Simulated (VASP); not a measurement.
Runs of VASP 6.6.1 on SiGe. The structure is that of space group P6_3mc (No. 186), or close to it. The cells are those of the table. 

| cell | gap on the mesh (eV) | pressure (GPa) | largest force (eV/Å) |
| --- | --- | --- | --- |
| a = 3.807, b = 3.807, c = 6.773 Å, angles 90.0, 90.0, 120.0°, 4 atoms | 0.70 | 0.8 | 0.57 |
| a = 4.100, b = 4.100, c = 6.128 Å, angles 90.0, 90.0, 120.0°, 4 atoms | none | (b) | 1.13 |
| a = 3.904, b = 3.904, c = 6.612 Å, angles 90.0, 90.0, 120.0°, 4 atoms | (a) | -1.9 | 0.20 |
| a = 4.002, b = 4.002, c = 6.128 Å, angles 90.0, 90.0, 120.0°, 4 atoms | none | 1.1 | 0.93 |
| a = 4.002, b = 4.002, c = 6.290 Å, angles 90.0, 90.0, 120.0°, 4 atoms | 0.15 | -1.6 | 0.51 |

Alike in all rows: task single point; level r2SCAN; potentials or basis VASP PAW PBE potentials, release 64 (Si, Ge_d); no spin polarisation; k mesh 12 × 12 × 4; cutoff (eV) 520; smearing gaussian 0.05 eV.

**Question.** Fill in the values left out.

**Answer.** (a) 0.78; (b) -2.1.

Caveats: the PAW data sets were made with another functional, which shifts forces and pressure a little.

A k mesh can miss the band edges, and the runs leave out spin-orbit coupling on Ge.

A gap of «none» marks levels without a gap at the run's occupations.
